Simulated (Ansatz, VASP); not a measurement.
GaP in VASP and in Ansatz

```xyz
2
Lattice="0.0000 2.7530 2.7530 2.7530 0.0000 2.7530 2.7530 2.7530 0.0000" Properties=species:S:1:pos:R:3 pbc="T T T"
Ga    0.0000    0.0000    0.0000
P     1.3765    1.3765    1.3765
```

Alike in both runs: task electric field gradients; functional PBE; k mesh 13 × 13 × 13; occupations fermi-dirac, width 0.03 eV; no spin polarisation.

|  | VASP | Ansatz |
| --- | --- | --- |
| version | VASP 6.6.1 | Ansatz 0.2.0 |
| potentials or method | VASP PAW PBE potentials, release 64 (Ga_d, P) | PAW with Ansatz's default frozen-core files, scalar-relativistic |
| plane-wave cutoff (eV) | 520 | 420 |
| valence electrons in the cell | 18 | 18 |

```tsv
	VASP	Ansatz	Ansatz less VASP
gap on the k mesh at the Fermi level (eV)	1.58	1.58	+0.003
pressure (GPa)	0.0	0.0	+0.01
```

The functional is the same, so the differences come from potentials, cutoffs and numerics.
